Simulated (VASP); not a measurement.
# Re (P6_3/mmc) in VASP: notebook, part 2 of 2

VASP 6.6.1. The steps go on from the part before.

## (3) Single point, LDA

File INCAR:

```
SYSTEM = Re
ALGO     = Normal         ! electronic algorithm
EDIFF    = 1E-6           ! SCF threshold, eV
ENCUT    = 600            ! plane-wave cutoff, eV
GGA_COMPAT= .False.      
ISIF     = 2              ! what is computed and relaxed
ISMEAR   = -1             ! smearing method
LASPH    = .True.         ! aspherical terms in the spheres
LCHARG   = .False.        ! write CHGCAR
LREAL    = .False.        ! projectors in reciprocal space
LWAVE    = .False.        ! write WAVECAR
NBANDS   = 14             ! bands
NELM     = 120            ! most SCF steps
PREC     = Accurate       ! precision mode
SIGMA    = 0.1            ! smearing width, eV
```

File KPOINTS:

```
k-points
0
Gamma
  13 13 7
  0 0 0
```

File POSCAR:

```
Re
1.0
    2.7391880258      0.0000000000      0.0000000000
   -1.3695940129      2.3722064161      0.0000000000
    0.0000000000      0.0000000000      4.4118668232
Re
2
Direct
    0.3333333333      0.6666666667      0.2500000000
    0.6666666667      0.3333333333      0.7500000000
```

Potentials or basis: VASP PAW LDA potentials, release 64 (Re).

Started as:

```bash
cat potpaw_LDA.64/Re/POTCAR > POTCAR
mpirun -np 1 vasp_std > vasp.out
```

OUTCAR:

```text
SYSTEM = Re
   EDIFF = 1E-6
   ENCUT = 600
   ISIF = 2
   ISMEAR = -1
   LASPH = .True.
   LREAL = .False.
   NELM = 120
   PREC = Accurate

 ion  position               nearest neighbor table
   1  0.333  0.667  0.250-   2 2.71   2 2.71   2 2.71   2 2.71   2 2.71   2 2.71
   2  0.667  0.333  0.750-   1 2.71   1 2.71   1 2.71   1 2.71   1 2.71   1 2.71

  LATTYP: Found a hexagonal cell.
 ALAT       =     2.7391880258
 C/A-ratio  =     1.6106476743

  Lattice vectors:

 A1 = (   2.7391880258,   0.0000000000,   0.0000000000)
 A2 = (  -1.3695940129,   2.3722064161,   0.0000000000)
 A3 = (   0.0000000000,   0.0000000000,   4.4118668232)

Analysis of symmetry for initial positions (statically):
=====================================================================
 Subroutine PRICEL returns:
 Original cell was already a primitive cell.

 Routine SETGRP: Setting up the symmetry group for a
 hexagonal supercell.

 Subroutine GETGRP returns: Found 24 space group operations
 (whereof 12 operations were pure point group operations)
 out of a pool of 24 trial point group operations.

The static configuration has the point symmetry D_3d.
 The point group associated with its full space group is D_6h.

Analysis of symmetry for dynamics (positions and initial velocities):
=====================================================================
 Subroutine PRICEL returns:
 Original cell was already a primitive cell.

 Routine SETGRP: Setting up the symmetry group for a
 hexagonal supercell.

 Subroutine GETGRP returns: Found 24 space group operations
 (whereof 12 operations were pure point group operations)
 out of a pool of 24 trial point group operations.

The dynamic configuration has the point symmetry D_3d.
 The point group associated with its full space group is D_6h.

 Subroutine INISYM returns: Found 24 space group operations
 (whereof 12 operations are pure point group operations),
 and found     1 'primitive' translations

----------------------------------------------------------------------------------------

                                     Primitive cell

  volume of cell :      28.6680

  direct lattice vectors                    reciprocal lattice vectors
     2.739188026  0.000000000  0.000000000     0.365071689  0.210774238  0.000000000
    -1.369594013  2.372206416  0.000000000     0.000000000  0.421548476  0.000000000
     0.000000000  0.000000000  4.411866823     0.000000000  0.000000000  0.226661420

  length of vectors
     2.739188026  2.739188026  4.411866823     0.421548476  0.421548476  0.226661420

  position of ions in fractional coordinates (direct lattice)
     0.333333333  0.666666667  0.250000000
     0.666666667  0.333333333  0.750000000

  ion indices of the primitive-cell ions
   primitive index   ion index
                 1           1
                 2           2

----------------------------------------------------------------------------------------

 KPOINTS: k-points

Automatic generation of k-mesh.
 Grid dimensions read from file:
 generate k-points for:   13   13    7

 Generating k-lattice:
[... 24 lines left out ...]
  0.384615 -0.000000  0.000000      6.000000
[... 16 lines left out ...]
  0.076923 -0.000000  0.142857     12.000000
  0.153846  0.000000  0.142857     12.000000
 [... further k-points ...]
   k-points           NKPTS =     84   k-points in BZ     NKDIM =     84   number of bands    NBANDS=     14
   number of dos      NEDOS =    301   number of ions     NIONS =      2
   total plane-waves  NPLWV =  20736
   dimension x,y,z NGX =    24 NGY =   24 NGZ =   36
   dimension x,y,z NGXF=    48 NGYF=   48 NGZF=   72
   ions per type =               2
   NGX,Y,Z   is equivalent  to a cutoff of  14.57, 14.57, 13.57 a.u.
   NGXF,Y,Z  is equivalent  to a cutoff of  29.13, 29.13, 27.13 a.u.
 SYSTEM =  Re
   PREC   = accura    normal or accurate (medium, high low for compatibility)
   ISTART =      0    job   : 0-new  1-cont  2-samecut
   ICHARG =      2    charge: 1-file 2-atom 10-const
   ISPIN  =      1    spin polarized calculation?
   LNONCOLLINEAR =      F non collinear calculations
   LSORBIT =      F    spin-orbit coupling
   LASPH  =      T    aspherical Exc in radial PAW
   ENCUT  =  600.0 eV  44.10 Ry    6.64 a.u.   5.47  5.47  8.81*2*pi/ulx,y,z
   NELM   =    120;   NELMIN=  2; NELMDL= -5     # of ELM steps
   EDIFF  = 0.1E-05   stopping-criterion for ELM
   LREAL  =      F    real-space projection
   EDIFFG = 0.1E-04   stopping-criterion for IOM
   NSW    =      0    number of steps for IOM
   IBRION =     -1    ionic relax: 0-MD 1-quasi-New 2-CG
   NFREE  =      0    steps in history (QN), initial steepest desc. (CG)
   ISIF   =      2    stress and relaxation
   ISYM   =      2    0-nonsym 1-usesym 2-fastsym
   POTIM  = 0.5000    time-step for ionic-motion
   TEBEG  =    0.0;   TEEND  =   0.0 temperature during run
   PSTRESS=    0.0 pullay stress
   NELECT =      14.0000    total number of electrons
   NUPDOWN=      -1.0000    fix difference up-down
   EMIN   =  10.00;   EMAX   =-10.00  energy-range for DOS
   EFERMI =   0.00;   METHOD = LEGACY
   ISMEAR =    -1;   SIGMA  =   0.10  broadening in eV -4-tet -1-fermi 0-gaus
   EFERMI_NEDOS =   21; number of points for ismear=-14 and -15
   IALGO  =     38    algorithm
   IMIX   =      4    mixing-type and parameters
     AMIX     =   0.40;   BMIX     =  1.00
     AMIX_MAG =   1.60;   BMIX_MAG =  1.00
  volume/ion in A,a.u.               =      14.33        96.73
  Fermi-wavevector in a.u.,A,eV,Ry     =   1.289195  2.436225 22.613205  1.662024
  Thomas-Fermi vector in A             =   2.421103
   LORBIT       =      0    0 simple, 1 ext, 2 COOP (PROOUT), +10 PAW based schemes
   GGA     = CA    functional components
   LHFCALC =     F    Hartree Fock is set to
   AEXX    =    0.0000 exact exchange contribution
   IVDW    =     0    specifies the selected vdW correction
   LEPSILON=     F    determine dielectric tensor
   LRPA    =     F    only Hartree local field effects (RPA)
 non-spin polarized calculation
  energy-cutoff  :      600.00
  volume of cell :       28.67
 maximum number of plane-waves:       984
 NGX is ok and might be reduce to    24
   NGX = 11   NGY = 11   NGZ = 17

 number of electron      14.0000000 magnetization

 Free energy of the ion-electron system (eV)
  ---------------------------------------------------
  ext. energy  EPLUGINS =         0.00000000
  ---------------------------------------------------
  free energy    TOTEN  =       -27.55662754 eV

  energy without entropy =      -27.50677872  energy(sigma->0) =      -27.53170313

 E-fermi :   8.1878     XC(G=0): -13.9824

 val. band max:        8.1834281122   @ k =   0.3846   0.0769   0.4286
 cond. band min:       8.2071994418   @ k =   0.3846   0.1538   0.2857
 fundamental gap:      0.0237713296
 Fermi energy:         8.1877526409

 k-point     1 :       0.0000    0.0000    0.0000
  band No.  band energies     occupation
      1      -1.7921      2.00000
      2       1.3815      2.00000
      3       6.5035      2.00000
      4       6.5035      2.00000
      5       6.5452      2.00000
      6       7.3839      1.99935
      7       7.3839      1.99935
      8       8.3226      0.41238
      9       8.3226      0.41238
     10       9.0147      0.00051
     11      11.6532      0.00000
     12      11.6532      0.00000
     13      18.5959      0.00000
     14      22.4115      0.00000
[... 377 lines left out ...]
      1      -0.6124      2.00000
      2       2.2655      2.00000
      3       5.4021      2.00000
      4       5.8323      2.00000
      5       6.5802      2.00000
      6       7.0757      1.99997
      7       7.4776      1.99835
      8       7.9405      1.84439
      9       8.3860      0.24205
     10       8.5758      0.04046
     11      12.0154      0.00000
     12      13.9141      0.00000
     13      19.5683      0.00000
     14      23.9048      0.00000

 [... further k-points ...]

------------------------ aborting loop because EDIFF is reached ----------------------------------------

  FORCE on cell =-STRESS in cart. coord.  units (eV):
  Direction    XX          YY          ZZ          XY          YZ          ZX
  --------------------------------------------------------------------------------------
  -------------------------------------------------------------------------------------
  Total        0.3087879      0.3087879      0.2792223      0.0000000      0.0000000     -0.0000000
  in kB       17.2573494     17.2573494     15.6050095      0.0000000      0.0000000     -0.0000000
  external PRESSURE =      16.7065694 kB  Pullay stress =       0.0000000 kB

 VOLUME and BASIS-vectors are now :
 -----------------------------------------------------------------------------
  energy-cutoff  :      600.00
  volume of cell :       28.67
      direct lattice vectors                 reciprocal lattice vectors
     2.739188026  0.000000000  0.000000000     0.365071689  0.210774238  0.000000000
    -1.369594013  2.372206416  0.000000000     0.000000000  0.421548476  0.000000000
     0.000000000  0.000000000  4.411866823     0.000000000  0.000000000  0.226661420

 POSITION                                       TOTAL-FORCE (eV/Angst)
 -----------------------------------------------------------------------------------
     -0.00000      1.58147      1.10297         0.000000     -0.000000      0.000000
      1.36959      0.79074      3.30890        -0.000000      0.000000      0.000000
 -----------------------------------------------------------------------------------
    total drift:                               -0.000000      0.000000     -0.000000

  FREE ENERGIE OF THE ION-ELECTRON SYSTEM (eV)
  ---------------------------------------------------
  free  energy   TOTEN  =       -27.5566275400 eV

  energy  without entropy=      -27.5067787212  energy(sigma->0) =      -27.53170313
```

Wall time 24 s (1 thread of Intel Xeon 6975P-C, shared host); peak memory 0.17 GiB.

What came out:

| Property | Result |
| --- | --- |
| Free energy | -27.5566 eV |
| Pressure | 1.7 GPa |
| Band gap on the k mesh | zero (band 7 reaches 9.55 eV, above the bottom of band 8 at 6.50 eV) |

Stress tensor (GPa, compression positive):
```
1.73 0.00 0.00
0.00 1.73 0.00
0.00 0.00 1.56
```

Levels at points of the mesh, in eV from the Fermi level:
| k point | band 5 | band 6 | band 7 | band 8 | band 9 | band 10 |
| --- | --- | --- | --- | --- | --- | --- |
| (0.00, 0.00, 0.00) | -1.64 | -0.80 | -0.80 | 0.13 | 0.13 | 0.83 |

Caveat: spin-orbit coupling is left out, which moves the levels of the heavy elements.

## (4) Single point, LDA

File INCAR:

```
  PREC = Accurate
  ENCUT = 600
  EDIFF = 1E-6
  ISMEAR = -1
  SIGMA = 0.01
  LREAL = False
  LASPH = True
  NELM = 120
  ALGO = Normal
  ISIF = 2
  LWAVE = False
  LCHARG = False
  GGA = CA
  NBANDS = 14
  GGA_COMPAT = False
```

File KPOINTS:

```
Automatic mesh
0
Gamma
  13 13 7
```

POSCAR is that of step 3.

Started as:

```bash
cat potpaw_LDA.64/Re/POTCAR > POTCAR
mpirun -np 1 vasp_std > vasp.out
```

Wall time 21 s (1 thread of Intel Xeon 6975P-C, shared host); peak memory 0.17 GiB.

Results (log left out):

```yaml
Free_energy: -27.5327 eV
Pressure: 1.3 GPa
Band_gap_on_the_k_mesh: zero (band 7 reaches 9.55 eV, above the bottom of band 8 at 6.50 eV)
```

Stress tensor (GPa, compression positive):
```
1.58 0.00 0.00
0.00 1.58 0.00
0.00 0.00 0.87
```

Levels at points of the mesh, in eV from the Fermi level:
| k point | band 3 | band 4 | band 5 | band 6 | band 7 | band 8 | band 9 | band 10 | band 11 | band 12 |
| --- | --- | --- | --- | --- | --- | --- | --- | --- | --- | --- |
| (0.00, 0.00, 0.00) | -1.66 | -1.66 | -1.62 | -0.78 | -0.78 | 0.15 | 0.15 | 0.84 | 3.49 | 3.49 |

Caveat: spin-orbit coupling is left out, which moves the levels of the heavy elements.

## (5) Single point, LDA

File INCAR:

```
PREC = Accurate
ENCUT = 600
EDIFF = 1E-6
ISMEAR = -1
SIGMA = 0.03
LREAL = False
LASPH = True
NELM = 120
ALGO = Normal
ISIF = 2
LWAVE = False
LCHARG = True
LELF = True
LVHAR = True
NBANDS = 14
GGA_COMPAT = False
```

File KPOINTS:

```
regular mesh
0
Gamma
  13 13 7
```

POSCAR is that of step 4.

Started as:

```bash
cat potpaw_LDA.64/Re/POTCAR > POTCAR
mpirun -np 1 vasp_std > vasp.out
```

Run time: 24 s. Hardware: 1 thread of Intel Xeon 6975P-C, shared host; peak memory 0.17 GiB.

The run converged. Its results:

| Property | Result |
| --- | --- |
| Free energy | -27.5347 eV |
| Pressure | 1.4 GPa |
| Band gap on the k mesh | zero (band 7 reaches 9.55 eV, above the bottom of band 8 at 6.50 eV) |

Stress tensor (GPa, compression positive):
```
1.51 0.00 0.00
0.00 1.51 0.00
0.00 0.00 1.22
```

Levels at points of the mesh, in eV from the Fermi level:
```
           k point  band 3  band 4  band 5  band 6  band 7  band 8  band 9  band 10  band 11  band 12
(0.00, 0.00, 0.00)   -1.66   -1.66   -1.62   -0.77   -0.77    0.16    0.16     0.85     3.49     3.49
```

Caveat: spin-orbit coupling is left out, which moves the levels of the heavy elements.

## (6) Single point, LDA

File INCAR:

```
ALGO = Normal
EDIFF = 1E-6
ENCUT = 600
GGA_COMPAT = False
ISIF = 2
ISMEAR = -1
LASPH = True
LCHARG = True
LELF = True
LREAL = False
LVHAR = True
LWAVE = False
NBANDS = 14
NELM = 120
PREC = Accurate
SIGMA = 0.1
```

File KPOINTS:

```
k-points
0
Gamma
  13 13 7
```

POSCAR is that of step 5.

Potentials or basis: VASP PAW LDA potentials, release 64 (Re).

Started as:

```bash
cat potpaw_LDA.64/Re/POTCAR > POTCAR
mpirun -np 1 vasp_std > vasp.out
```

Run time: 25 s. Hardware: 1 thread of Intel Xeon 6975P-C, shared host; peak memory 0.16 GiB.

Results (log left out):

- Free energy: -27.5566 eV
- Pressure: 1.7 GPa
- Band gap on the k mesh: zero (band 7 reaches 9.55 eV, above the bottom of band 8 at 6.50 eV)

Stress tensor (GPa, compression positive):
```
1.73 0.00 0.00
0.00 1.73 0.00
0.00 0.00 1.56
```

Levels at points of the mesh, in eV from the Fermi level:
```tsv
k point	band 5	band 6	band 7	band 8	band 9	band 10
(0.00, 0.00, 0.00)	-1.64	-0.80	-0.80	0.13	0.13	0.83
```

Caveat: spin-orbit coupling is left out, which moves the levels of the heavy elements.

## (7) Summary

```csv
smearing,gap on the mesh (eV),pressure (GPa)
fermi-dirac 0.1 eV,none,1.7
fermi-dirac 0.01 eV,none,1.3
fermi-dirac 0.03 eV,none,1.4
```

Alike in all rows: task single point; level LDA; potentials or basis VASP PAW LDA potentials, release 64 (Re); no spin polarisation; cell as given; k mesh 13 × 13 × 7; cutoff (eV) 600.

Every run on the cell as given and a fine mesh finds a metal.

Caveats: spin-orbit coupling is left out, which moves the levels of the heavy elements.

Total energies depend on the potentials used, so only differences within one code and one set of settings carry meaning.
